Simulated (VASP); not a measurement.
Crystal: BeS.

```xyz
4
Lattice="3.4622 0.0000 0.0000 -1.7311 2.9983 0.0000 0.0000 0.0000 6.9924" Properties=species:S:1:pos:R:3 pbc="T T T"
Be    0.0000    1.9989    1.7481
Be    1.7311    0.9994    5.2443
S     1.7311    0.9994    1.7481
S     0.0000    1.9989    5.2443
```

Base run:

| Property | Result |
| --- | --- |
| Program | VASP 6.6.1 |
| Functional | LDA |
| Potentials or basis | VASP PAW LDA potentials, release 64 (Be, S) |
| Cutoff | 520 eV |
| k mesh | 12 × 12 × 4 |
| Occupations | gaussian, width 0.01 eV |
| Spin | no spin polarisation |

Its results: band gap on the k mesh 3.70 eV, indirect (least direct gap 3.92 eV); pressure -2.9 GPa.

The run is repeated on the same cell with these changes: functional from LDA to r2SCAN; potentials or basis from VASP PAW LDA potentials, release 64 (Be, S) to VASP PAW PBE potentials, release 64 (Be, S). What comes out?

Band gap on the k mesh 4.45 eV, indirect (least direct gap 4.66 eV); pressure -0.1 GPa.

Caveats: the PAW data sets were made with another functional, which shifts forces and pressure a little (some runs).

A k mesh can miss the band edges.
